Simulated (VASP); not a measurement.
# Ni (P6_3/mmc) in VASP: notebook, part 2 of 2

VASP 6.6.1. Earlier steps stand in the parts before.

### Step 3. Single point, PBEsol, collinear spin, ferromagnetic start

This run uses another cell than the first one, of 10.01 Å³/atom.

Contents of INCAR:

```
ALGO = Normal ; EDIFF = 1E-6
ENCUT = 520 ; GGA = PS
ISIF = 2 ; ISMEAR = -1
ISPIN = 2 ; LASPH = T
LCHARG = F ; LMAXMIX = 4
LORBIT = 11 ; LREAL = F
LWAVE = F ; MAGMOM = 1 1
NBANDS = 21 ; NELM = 150
PREC = Accurate ; SIGMA = 0.05
```

Contents of KPOINTS:

```
k-points
0
Gamma
  12 12 7
```

Contents of POSCAR:

```
Ni
1.0
    2.4169380004      0.0000000000      0.0000000000
   -1.2084690002      2.0931297077      0.0000000000
    0.0000000000      0.0000000000      3.9583596141
Ni
2
Direct
    0.6666666667      0.3333333333      0.7500000000
    0.3333333333      0.6666666667      0.2500000000
```

Potentials or basis: VASP PAW PBE potentials, release 64 (Ni).

Run with:

```sh
$ cat potpaw_PBE.64/Ni/POTCAR > POTCAR
$ mpirun -np 1 vasp_std > vasp.out
```

OUTCAR:

```text
EDIFF = 1E-6
   ENCUT = 520
   GGA = PS
   ISIF = 2
   ISMEAR = -1
   ISPIN = 2
   LASPH = T
   LORBIT = 11
   LREAL = F
   NELM = 150
   PREC = Accurate

 ion  position               nearest neighbor table
   1  0.667  0.333  0.750-   2 2.42   2 2.42   2 2.42   2 2.42   2 2.42   2 2.42
   2  0.333  0.667  0.250-   1 2.42   1 2.42   1 2.42   1 2.42   1 2.42   1 2.42

  LATTYP: Found a hexagonal cell.
 ALAT       =     2.4169380004
 C/A-ratio  =     1.6377580283

  Lattice vectors:

 A1 = (   2.4169380004,   0.0000000000,   0.0000000000)
 A2 = (  -1.2084690002,   2.0931297077,   0.0000000000)
[... 1369 lines left out ...]

 VOLUME and BASIS-vectors are now :
 -----------------------------------------------------------------------------
  energy-cutoff  :      520.00
  volume of cell :       20.03
      direct lattice vectors                 reciprocal lattice vectors
     2.416938000  0.000000000  0.000000000     0.413746650  0.238876740  0.000000000
    -1.208469000  2.093129708  0.000000000     0.000000000  0.477753479  0.000000000
     0.000000000  0.000000000  3.958359614     0.000000000  0.000000000  0.252629902

 POSITION                                       TOTAL-FORCE (eV/Angst)
 -----------------------------------------------------------------------------------
      1.20847      0.69771      2.96877         0.000000      0.000000      0.000000
     -0.00000      1.39542      0.98959        -0.000000      0.000000     -0.000000
 -----------------------------------------------------------------------------------
    total drift:                               -0.000000      0.000000     -0.000000

  FREE ENERGIE OF THE ION-ELECTRON SYSTEM (eV)
  ---------------------------------------------------
  free  energy   TOTEN  =       -12.2080760209 eV

  energy  without entropy=      -12.1738357204  energy(sigma->0) =      -12.19095587

 total charge

# of ion       s       p       d       tot
------------------------------------------
    1        0.537   0.582   8.357   9.476
    2        0.537   0.582   8.357   9.476
--------------------------------------------------
tot          1.074   1.164  16.715  18.952

 magnetization (x)

# of ion       s       p       d       tot
------------------------------------------
    1       -0.005  -0.024   0.646   0.617
    2       -0.005  -0.024   0.646   0.617
--------------------------------------------------
tot         -0.010  -0.048   1.292   1.235
```

It took 70 s on 1 thread of Intel Xeon 8259CL, shared host; peak memory 0.16 GiB.

What came out:

| Quantity | Value |
| --- | --- |
| Free energy | -12.2081 eV |
| Pressure | 9.7 GPa |
| Net moment | 1.23 μB per cell |
| Site moments | Ni +0.62 μB |
| Valence electrons inside the program's atomic spheres | Ni 9.48 |

Levels at points of the mesh, in eV from the Fermi level:
Spin up:
| k point | band 7 | band 8 | band 9 | band 10 | band 11 | band 12 | band 13 | band 14 | band 15 | band 16 |
| --- | --- | --- | --- | --- | --- | --- | --- | --- | --- | --- |
| (0.00, 0.00, 0.00) | -2.25 | -1.79 | -1.79 | -0.72 | -0.72 | -0.56 | 6.21 | 23.27 | 25.85 | 25.85 |
| (0.50, 0.00, 0.00) | -2.21 | -0.59 | -0.51 | -0.45 | 1.26 | 3.31 | 9.81 | 10.48 | 13.03 | 14.27 |
Spin down:
| k point | band 8 | band 9 | band 10 | band 11 | band 12 | band 13 |
| --- | --- | --- | --- | --- | --- | --- |
| (0.00, 0.00, 0.00) | -1.13 | -1.13 | -0.58 | -0.02 | -0.02 | 6.61 |
| (0.50, 0.00, 0.00) | 0.15 | 0.20 | 0.30 | 1.74 | 3.69 | 9.96 |

Caveat: the cell stands under pressure; the PAW data sets were made with another functional, which shifts forces and pressure a little.

### Step 4. Single point, PBEsol, collinear spin, ferromagnetic start

This run uses another cell than the first one, of 10.21 Å³/atom.

Contents of INCAR:

```
PREC     = Accurate       # precision mode
ENCUT    = 520            # plane-wave cutoff, eV
EDIFF    = 1E-6           # SCF threshold, eV
ISMEAR   = -1             # smearing method
SIGMA    = 0.05           # smearing width, eV
LREAL    = False          # projectors in reciprocal space
LASPH    = True           # aspherical terms in the spheres
NELM     = 150            # most SCF steps
ALGO     = Normal         # electronic algorithm
ISIF     = 2              # what is computed and relaxed
LWAVE    = False          # write WAVECAR
LCHARG   = True           # write CHGCAR
ISPIN    = 2              # spin polarisation
MAGMOM   = 1 1            # initial moments
LORBIT   = 11             # projections on sites
LMAXMIX  = 4              # l up to which the mixer works
GGA      = PS             # functional
LELF     = True           # ELF
LVHAR    = True         
NBANDS   = 21             # bands
```

Contents of KPOINTS:

```
Automatic mesh
0
Gamma
  12 12 7
```

Contents of POSCAR:

```
Ni
1.0
    2.4325556103      0.0000000000      0.0000000000
   -1.2162778052      2.1066549547      0.0000000000
    0.0000000000      0.0000000000      3.9830043138
Ni
2
Direct
    0.6666666667      0.3333333333      0.7500000000
    0.3333333333      0.6666666667      0.2500000000
```

Run with:

```sh
$ cat potpaw_PBE.64/Ni/POTCAR > POTCAR
$ mpirun -np 1 vasp_std > vasp.out
```

Wall time 73 s (1 thread of Intel Xeon 8259CL, shared host); peak memory 0.17 GiB.

The run converged. Its results:

```yaml
Free_energy: -12.2256 eV
Pressure: 4.8 GPa
Net_moment: 1.25 μB per cell
Site_moments: Ni +0.63 μB
Valence_electrons_inside_the_program's_atomic_spheres: Ni 9.44
```

Levels at points of the mesh, in eV from the Fermi level:
Spin up:
| k point | band 9 | band 10 | band 11 | band 12 | band 13 | band 14 |
| --- | --- | --- | --- | --- | --- | --- |
| (0.00, 0.00, 0.00) | -1.77 | -0.72 | -0.72 | -0.52 | 6.06 | 23.10 |
| (0.50, 0.00, 0.00) | -0.52 | -0.47 | 1.22 | 3.23 | 9.68 | 10.32 |
Spin down:
```csv
k point,band 7,band 8,band 9,band 10,band 11,band 12,band 13,band 14
"(0.00, 0.00, 0.00)",-1.53,-1.10,-1.10,-0.54,-0.01,-0.01,6.47,23.02
"(0.50, 0.00, 0.00)",-1.53,0.15,0.20,0.29,1.71,3.62,9.83,10.46
```

Caveat: the cell stands under pressure; the PAW data sets were made with another functional, which shifts forces and pressure a little.

### Step 5. Single point, PBEsol, collinear spin, ferromagnetic start

This run uses another cell than the first one, of 10.42 Å³/atom.

Contents of INCAR:

```
PREC = Accurate
ENCUT = 520
EDIFF = 1E-7
ISMEAR = -1
SIGMA = 0.05
LREAL = False
LASPH = True
NELM = 150
ALGO = Normal
ISIF = 2
LWAVE = False
LCHARG = False
ISPIN = 2
MAGMOM = 1 1
LORBIT = 11
LMAXMIX = 4
GGA = PS
NBANDS = 21
```

KPOINTS is that of step 4.

Contents of POSCAR:

```
Ni
1.0
    2.4496762811      0.0000000000      0.0000000000
   -1.2248381405      2.1214818905      0.0000000000
    0.0000000000      0.0000000000      4.0104993548
Ni
2
Direct
    0.6666666667      0.3333333333      0.7500000000
    0.3333333333      0.6666666667      0.2500000000
```

Run with:

```sh
$ cat potpaw_PBE.64/Ni/POTCAR > POTCAR
$ mpirun -np 1 vasp_std > vasp.out
```

Wall time 80 s (1 thread of Intel Xeon 8259CL, shared host); peak memory 0.17 GiB.

Results (log left out):

* Free energy: -12.2319 eV
* Pressure: -0.1 GPa
* Net moment: 1.27 μB per cell
* Site moments: Ni +0.64 μB
* Valence electrons inside the program's atomic spheres: Ni 9.39

Levels at points of the mesh, in eV from the Fermi level:
Spin up:
| k point | band 8 | band 9 | band 10 | band 11 | band 12 | band 13 | band 14 | band 15 |
| --- | --- | --- | --- | --- | --- | --- | --- | --- |
| (0.00, 0.00, 0.00) | -1.74 | -1.74 | -0.73 | -0.73 | -0.48 | 5.90 | 22.92 | 25.11 |
| (0.50, 0.00, 0.00) | -0.62 | -0.54 | -0.48 | 1.18 | 3.14 | 9.54 | 10.15 | 12.69 |
Spin down:
| k point | band 6 | band 7 | band 8 | band 9 | band 10 | band 11 | band 12 | band 13 | band 14 | band 15 |
| --- | --- | --- | --- | --- | --- | --- | --- | --- | --- | --- |
| (0.00, 0.00, 0.00) | -1.48 | -1.48 | -1.07 | -1.07 | -0.50 | -0.01 | -0.01 | 6.31 | 22.83 | 25.22 |
| (0.50, 0.00, 0.00) | -1.85 | -1.48 | 0.15 | 0.20 | 0.29 | 1.67 | 3.53 | 9.68 | 10.28 | 12.90 |

Caveat: the PAW data sets were made with another functional, which shifts forces and pressure a little.

### Step 6. The runs side by side

| cell | gap on the mesh (eV) | pressure (GPa) | moment (μB) |
| --- | --- | --- | --- |
| a = 2.390, b = 2.390, c = 3.915 Å, angles 90.0, 90.0, 120.0°, 2 atoms | none | 19.6 | 1.19 |
| a = 2.417, b = 2.417, c = 3.958 Å, angles 90.0, 90.0, 120.0°, 2 atoms | none | 9.7 | 1.23 |
| a = 2.433, b = 2.433, c = 3.983 Å, angles 90.0, 90.0, 120.0°, 2 atoms | none | 4.8 | 1.25 |
| a = 2.450, b = 2.450, c = 4.010 Å, angles 90.0, 90.0, 120.0°, 2 atoms | none | -0.1 | 1.27 |

Alike in all rows: task single point; level PBEsol; potentials or basis VASP PAW PBE potentials, release 64 (Ni); spin collinear, ferromagnetic start; k mesh 12 × 12 × 7; cutoff (eV) 520; smearing fermi-dirac 0.05 eV.

Caveats: the PAW data sets were made with another functional, which shifts forces and pressure a little; the cell stands under pressure (at least some runs).

Total energies depend on the potentials used, so only differences within one code and one set of settings carry meaning.
